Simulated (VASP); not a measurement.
# Be5ZnSe6 (P1) in VASP: relaxation of cell and atoms with PBE

Aim: the relaxation of cell and atoms of Be5ZnSe6 with PBE.

Everything below comes from runs of VASP 6.6.1. Logs are shortened: lines on timing, memory, paths and dates and some standing lists are left out, and cuts for length are marked.

### 1 The cell of the first run

The typed cell holds 12 atoms: a = 6.086 Å, b = 6.637 Å, c = 6.595 Å, α = 121.62°, β = 89.00°, γ = 93.49°.

### 2 Relaxation of cell and atoms, PBE

Input file INCAR:

```
PREC = Accurate
ENCUT = 600
EDIFF = 1E-6
ISMEAR = 0
SIGMA = 0.1
LREAL = F
LASPH = T
NELM = 100
ALGO = Normal
ISIF = 3
LWAVE = F
LCHARG = F
GGA = PE
IBRION = 2
NSW = 80
EDIFFG = -0.025
```

Input file KPOINTS:

```
Automatic mesh
0
Gamma
  2 3 3
```

Input file POSCAR:

```
Be5ZnSe6
1.0
   -0.1891254291     -0.0487224456      6.0827854844
    6.6334013753     -0.0820190947     -0.1989119335
   -3.3877312563      5.6586916623      0.0550776698
Be Zn Se
5 1 6
Direct
    0.0180765598      0.6625759503      0.9627323551
    0.0123031907      0.3265834405      0.3396465325
    0.0111578454      0.9929276236      0.6512282686
    0.5141350919      0.6729909977      0.3490487172
    0.5058541772      0.3009741377      0.6428895989
    0.4762937414     -0.0231033746     -0.0350182127
    0.3710342350      0.6887716526      1.0260654239
    0.3623864117      0.3593318526      0.3714546052
    0.3860296957      0.9960852551      0.6566415290
    0.8865130039      0.0030925781      0.0009213186
    0.8814576190      0.6643121088      0.3396235732
    0.8847584283      0.3554577776      0.6947662904
```

Potentials or basis: VASP PAW PBE potentials, release 64 (Be, Zn, Se).

Command:

```
cat potpaw_PBE.64/Be/POTCAR potpaw_PBE.64/Zn/POTCAR potpaw_PBE.64/Se/POTCAR > POTCAR
mpirun -np 1 vasp_std > vasp.out
```

OUTCAR:

```text
PREC = Accurate
   ENCUT = 600
   EDIFF = 1E-6
   ISMEAR = 0
   LREAL = F
   LASPH = T
   NELM = 100
   ISIF = 3
   GGA = PE
   IBRION = 2
   NSW = 80
   EDIFFG = -0.025

 ion  position               nearest neighbor table
   1  0.018  0.663  0.963-  12 2.00   7 2.17  10 2.33
   2  0.012  0.327  0.340-   8 2.13  10 2.24  12 2.37  11 2.42
   3  0.011  0.993  0.651-  11 2.18   9 2.28  10 2.38  12 2.44
   4  0.514  0.673  0.349-   9 2.22  11 2.24   8 2.30   7 2.37
   5  0.506  0.301  0.643-   9 2.16   8 2.22  12 2.32
   6  0.476  0.977  0.965-   9 2.18   7 2.21  10 2.50   8 2.67
   7  0.371  0.689  0.026-   1 2.17   6 2.21   4 2.37
   8  0.362  0.359  0.371-   2 2.13   5 2.22   4 2.30   6 2.67
   9  0.386  0.996  0.657-   5 2.16   6 2.18   4 2.22   3 2.28
  10  0.887  0.003  0.001-   2 2.24   1 2.33   3 2.38   6 2.50
  11  0.881  0.664  0.340-   3 2.18   4 2.24   2 2.42
  12  0.885  0.355  0.695-   1 2.00   5 2.32   2 2.37   3 2.44

  LATTYP: Found a triclinic cell.
 ALAT       =    12.8616001637
 B/A-ratio  =     1.3418938259
 C/A-ratio  =     0.4731852853
 COS(alpha) =     0.0034312700
 COS(beta)  =     0.4867328913
 COS(gamma) =     0.8589882430

  Lattice vectors:

 A1 = (  -0.0470642918, -11.2840866755,   6.1715420783)
 A2 = (   3.5297923936, -16.8940558922,   0.0336789241)
 A3 = (  -0.1891254291,  -0.0487224456,   6.0827854844)

Analysis of symmetry for initial positions (statically):
=====================================================================
 Subroutine PRICEL returns:
 Original cell was already a primitive cell.

 Routine SETGRP: Setting up the symmetry group for a
 triclinic supercell.

 Subroutine GETGRP returns: Found  1 space group operations
 (whereof  1 operations were pure point group operations)
 out of a pool of  2 trial point group operations.

The static configuration has the point symmetry C_1 .

Analysis of symmetry for dynamics (positions and initial velocities):
=====================================================================
 Subroutine PRICEL returns:
 Original cell was already a primitive cell.

 Routine SETGRP: Setting up the symmetry group for a
 triclinic supercell.

 Subroutine GETGRP returns: Found  1 space group operations
 (whereof  1 operations were pure point group operations)
 out of a pool of  2 trial point group operations.

The dynamic configuration has the point symmetry C_1 .

 Subroutine INISYM returns: Found  1 space group operations
 (whereof  1 operations are pure point group operations),
 and found     1 'primitive' translations

----------------------------------------------------------------------------------------

                                     Primitive cell

  volume of cell :     226.4085

  direct lattice vectors                    reciprocal lattice vectors
    -0.189125429 -0.048722446  6.082785484     0.004951510  0.001362616  0.164563233
     6.633401375 -0.082019095 -0.198911933     0.152040632  0.090970198  0.005455895
    -3.387731256  5.658691662  0.055077670     0.002246365  0.178049582  0.001496001

  length of vectors
     6.085919943  6.636889851  6.595494519     0.164643348  0.177261664  0.178070036

  position of ions in fractional coordinates (direct lattice)
     0.018076560  0.662575950  0.962732355
     0.012303191  0.326583441  0.339646532
     0.011157845  0.992927624  0.651228269
     0.514135092  0.672990998  0.349048717
     0.505854177  0.300974138  0.642889599
     0.476293741  0.976896625  0.964981787
     0.371034235  0.688771653  0.026065424
     0.362386412  0.359331853  0.371454605
     0.386029696  0.996085255  0.656641529
     0.886513004  0.003092578  0.000921319
     0.881457619  0.664312109  0.339623573
     0.884758428  0.355457778  0.694766290

  ion indices of the primitive-cell ions
   primitive index   ion index
                 1           1
                 2           2
                 3           3
                 4           4
                 5           5
                 6           6
                 7           7
                 8           8
                 9           9
                10          10
                11          11
                12          12

----------------------------------------------------------------------------------------

 KPOINTS: Automatic mesh

Automatic generation of k-mesh.
 Grid dimensions read from file:
 generate k-points for:    2    3    3

 Generating k-lattice:

  Cartesian coordinates                     Fractional coordinates (reciprocal lattice)
     0.002475755  0.000681308  0.082281617     0.500000000  0.000000000 -0.000000000
     0.050680211  0.030323399  0.001818632     0.000000000  0.333333333 -0.000000000
     0.000748788  0.059349861  0.000498667     0.000000000 -0.000000000  0.333333333

  Length of vectors
     0.082321674  0.059087221  0.059356679

  Shift w.r.t. Gamma in fractional coordinates (k-lattice)
     0.000000000  0.000000000  0.000000000

 Subroutine IBZKPT returns following result:
 ===========================================

 Found     10 irreducible k-points:

 Following reciprocal coordinates:
            Coordinates               Weight
  0.000000  0.000000  0.000000      1.000000
  0.500000  0.000000 -0.000000      1.000000
 -0.000000  0.333333 -0.000000      2.000000
  0.500000  0.333333 -0.000000      2.000000
  0.000000 -0.000000  0.333333      2.000000
  0.500000  0.000000  0.333333      2.000000
  0.000000  0.333333  0.333333      2.000000
  0.500000  0.333333  0.333333      2.000000
  0.000000 -0.333333  0.333333      2.000000
  0.500000 -0.333333  0.333333      2.000000
   k-points           NKPTS =     10   k-points in BZ     NKDIM =     10   number of bands    NBANDS=     36
   number of dos      NEDOS =    301   number of ions     NIONS =     12
   total plane-waves  NPLWV = 145800
   dimension x,y,z NGX =    50 NGY =   54 NGZ =   54
   dimension x,y,z NGXF=   100 NGYF=  108 NGZF=  108
   ions per type =               5   1   6
   NGX,Y,Z   is equivalent  to a cutoff of  13.66, 13.53, 13.61 a.u.
   NGXF,Y,Z  is equivalent  to a cutoff of  27.32, 27.05, 27.22 a.u.
 SYSTEM =  unknown system
   PREC   = accura    normal or accurate (medium, high low for compatibility)
   ISTART =      0    job   : 0-new  1-cont  2-samecut
   ICHARG =      2    charge: 1-file 2-atom 10-const
   ISPIN  =      1    spin polarized calculation?
   LNONCOLLINEAR =      F non collinear calculations
   LSORBIT =      F    spin-orbit coupling
   LASPH  =      T    aspherical Exc in radial PAW
   ENCUT  =  600.0 eV  44.10 Ry    6.64 a.u.  12.16 13.26 13.17*2*pi/ulx,y,z
   NELM   =    100;   NELMIN=  2; NELMDL= -5     # of ELM steps
   EDIFF  = 0.1E-05   stopping-criterion for ELM
   LREAL  =      F    real-space projection
   EDIFFG = -.3E-01   stopping-criterion for IOM
   NSW    =     80    number of steps for IOM
   IBRION =      2    ionic relax: 0-MD 1-quasi-New 2-CG
   NFREE  =      1    steps in history (QN), initial steepest desc. (CG)
   ISIF   =      3    stress and relaxation
   ISYM   =      2    0-nonsym 1-usesym 2-fastsym
   POTIM  = 0.5000    time-step for ionic-motion
   TEBEG  =    0.0;   TEEND  =   0.0 temperature during run
   PSTRESS=    0.0 pullay stress
   NELECT =      58.0000    total number of electrons
   NUPDOWN=      -1.0000    fix difference up-down
   EMIN   =  10.00;   EMAX   =-10.00  energy-range for DOS
   EFERMI =   0.00;   METHOD = LEGACY
   ISMEAR =     0;   SIGMA  =   0.10  broadening in eV -4-tet -1-fermi 0-gaus
   EFERMI_NEDOS =   21; number of points for ismear=-14 and -15
   IALGO  =     38    algorithm
   IMIX   =      4    mixing-type and parameters
     AMIX     =   0.40;   BMIX     =  1.00
     AMIX_MAG =   1.60;   BMIX_MAG =  1.00
  volume/ion in A,a.u.               =      18.87       127.32
  Fermi-wavevector in a.u.,A,eV,Ry     =   1.039728  1.964802 14.708377  1.081035
  Thomas-Fermi vector in A             =   2.174272
   LORBIT       =      0    0 simple, 1 ext, 2 COOP (PROOUT), +10 PAW based schemes
   GGA     = PE    functional components
   LHFCALC =     F    Hartree Fock is set to
   AEXX    =    0.0000 exact exchange contribution
   IVDW    =     0    specifies the selected vdW correction
   LEPSILON=     F    determine dielectric tensor
   LRPA    =     F    only Hartree local field effects (RPA)
 conjugate gradient relaxation of ions
 non-spin polarized calculation
 Gauss-broadening in eV      SIGMA  =   0.10
  energy-cutoff  :      600.00
  volume of cell :      226.41
 maximum number of plane-waves:      7573
 NGX is ok and might be reduce to    50
   NGX = 25   NGY = 27   NGZ = 27

--------------------------------------- Ionic step        1  -------------------------------------------

 number of electron      58.0000005 magnetization

 Free energy of the ion-electron system (eV)
  ---------------------------------------------------
  ext. energy  EPLUGINS =         0.00000000
  ---------------------------------------------------
  free energy    TOTEN  =       -48.32314900 eV

  energy without entropy =      -48.32314900  energy(sigma->0) =      -48.32314900

------------------------ aborting loop because EDIFF is reached ----------------------------------------

  FORCE on cell =-STRESS in cart. coord.  units (eV):
  Direction    XX          YY          ZZ          XY          YZ          ZX
  --------------------------------------------------------------------------------------
  -------------------------------------------------------------------------------------
  Total        0.5868845      2.2017050      2.1930054     -0.1536520      2.7917815      4.7265701
  in kB        4.1530822     15.5803424     15.5187796     -1.0873164     19.7560119     33.4475230
  external PRESSURE =      11.7507347 kB  Pullay stress =       0.0000000 kB
[... 119 lines left out ...]
  FREE ENERGIE OF THE ION-ELECTRON SYSTEM (eV)
  ---------------------------------------------------
  free  energy   TOTEN  =       -49.6056026112 eV

  energy  without entropy=      -49.6056026112  energy(sigma->0) =      -49.60560261

[... ionic steps 4 to 11 ...]

--------------------------------------- Ionic step       12  -------------------------------------------

 number of electron      58.0000003 magnetization

------------------------ aborting loop because EDIFF is reached ----------------------------------------

  FORCE on cell =-STRESS in cart. coord.  units (eV):
  Direction    XX          YY          ZZ          XY          YZ          ZX
  --------------------------------------------------------------------------------------
  -------------------------------------------------------------------------------------
  Total        0.0376683      0.0319699     -0.0684634     -0.0476147     -0.0172972     -0.0399570
  in kB        0.2743423      0.2328399     -0.4986267     -0.3467829     -0.1259773     -0.2910115
  external PRESSURE =       0.0028519 kB  Pullay stress =       0.0000000 kB
[... 77 lines left out ...]
  energy  without entropy=      -50.1288230493  energy(sigma->0) =      -50.12882305

--------------------------------------- Ionic step       14  -------------------------------------------

 number of electron      58.0000003 magnetization

 Free energy of the ion-electron system (eV)
  ---------------------------------------------------
  ext. energy  EPLUGINS =         0.00000000
  ---------------------------------------------------
  free energy    TOTEN  =       -50.12994354 eV

  energy without entropy =      -50.12994354  energy(sigma->0) =      -50.12994354

 E-fermi :   3.3525     XC(G=0):  -9.3360

 val. band max:        2.9042211676   @ k =   0.0000   0.0000   0.0000
 cond. band min:       6.1075841561   @ k =   0.0000   0.3333   0.3333
 fundamental gap:      3.2033629885
 Fermi energy:         3.3524837267

 k-point     1 :       0.0000    0.0000    0.0000
  band No.  band energies     occupation
      1     -10.7485      2.00000
      2      -9.5739      2.00000
      3      -9.2443      2.00000
      4      -9.2421      2.00000
      5      -9.2372      2.00000
      6      -9.2322      2.00000
[... 418 lines left out ...]
  FREE ENERGIE OF THE ION-ELECTRON SYSTEM (eV)
  ---------------------------------------------------
  free  energy   TOTEN  =       -50.1299435413 eV

  energy  without entropy=      -50.1299435413  energy(sigma->0) =      -50.12994354

 reached required accuracy - stopping structural energy minimisation
```

Wall time 19 min (1 thread of Intel Xeon Platinum 8488C (Sapphire Rapids), shared host); peak memory 0.46 GiB.

What came out:

* Free energy: -50.1299 eV
* Relaxed volume: 18.33 Å³/atom
* Relaxed cell: a = 6.118 Å, b = 6.442 Å, c = 6.444 Å, α = 120.01°, β = 89.97°, γ = 90.03°
* Space group after relaxing (to 0.1 Å): P31m (No. 157)
* Energy gained by relaxing: 150.6 meV/atom
* Ionic steps: 14
* Pressure after relaxing: 0.0 GPa
* Largest force after relaxing: 0.025 eV/Å
* Band gap on the k mesh: 3.20 eV (least direct gap 3.25 eV)

Forces on the atoms (eV/Å):
```
Be  -0.002 -0.002 -0.018
Be   0.000  0.014  0.001
Be  -0.012 -0.008 -0.006
Be   0.017  0.006 -0.013
Be   0.004 -0.023 -0.008
Zn  -0.001  0.000  0.016
Se   0.017  0.013  0.013
Se  -0.015 -0.017 -0.010
Se   0.000 -0.008  0.005
Se   0.006  0.009  0.013
Se  -0.009  0.005  0.011
Se  -0.003  0.013 -0.004
```

The path:
```tsv
step	energy change (eV)	largest force (eV/Å)	pressure (GPa)	volume (Å³)
1	0.0000	3.0100	1.18	226.41
2	-1.2292	1.1952	-2.44	230.86
3	-1.2825	1.0797	-3.01	232.36
4	-1.6051	1.0468	0.03	220.58
5	-1.6188	1.0474	0.92	217.81
6	-1.7410	0.4959	0.39	218.89
7	-1.7583	0.3644	0.17	219.47
8	-1.7880	0.1983	-0.17	220.44
9	-1.7921	0.1463	-0.30	220.93
10	-1.8011	0.1034	0.09	219.70
11	-1.8017	0.1094	0.22	219.30
12	-1.8053	0.0746	0.00	219.99
13	-1.8057	0.0618	-0.11	220.32
14	-1.8068	0.0247	0.01	219.94
```

Final structure:
```cif
data_structure
_symmetry_space_group_name_H-M 'P 1'
_symmetry_Int_Tables_number 1
_cell_length_a 6.1176
_cell_length_b 6.4424
_cell_length_c 6.4442
_cell_angle_alpha 120.006
_cell_angle_beta 89.971
_cell_angle_gamma 90.026
_cell_volume 219.94
loop_
_atom_site_label
_atom_site_type_symbol
_atom_site_fract_x
_atom_site_fract_y
_atom_site_fract_z
_atom_site_occupancy
Be1 Be 0.00549 0.66012 0.99950 1
Be2 Be 0.00515 0.33970 0.33872 1
Be3 Be 0.00524 0.00055 0.65996 1
Be4 Be 0.50493 0.66629 0.33357 1
Be5 Be 0.50501 0.33336 0.66765 1
Zn1 Zn 0.50678 0.00010 0.00073 1
Se1 Se 0.37294 0.64146 0.00037 1
Se2 Se 0.37325 0.35845 0.35910 1
Se3 Se 0.37314 0.99992 0.64243 1
Se4 Se 0.90777 0.99974 0.99925 1
Se5 Se 0.87503 0.66690 0.33279 1
Se6 Se 0.87529 0.33341 0.66592 1
```

Levels at points of the mesh, in eV from the valence-band top:
| k point | band 27 | band 28 | band 29 | band 30 | band 31 | band 32 |
| --- | --- | --- | --- | --- | --- | --- |
| (0.00, 0.00, 0.00) | -0.19 | -0.01 | 0.00 | 3.25 | 3.43 | 3.43 |
| (0.50, 0.00, 0.00) | -0.80 | -0.44 | -0.44 | 3.64 | 4.05 | 4.22 |

Caveat: the k points lie up to 0.51 Å⁻¹ apart in the final cell.
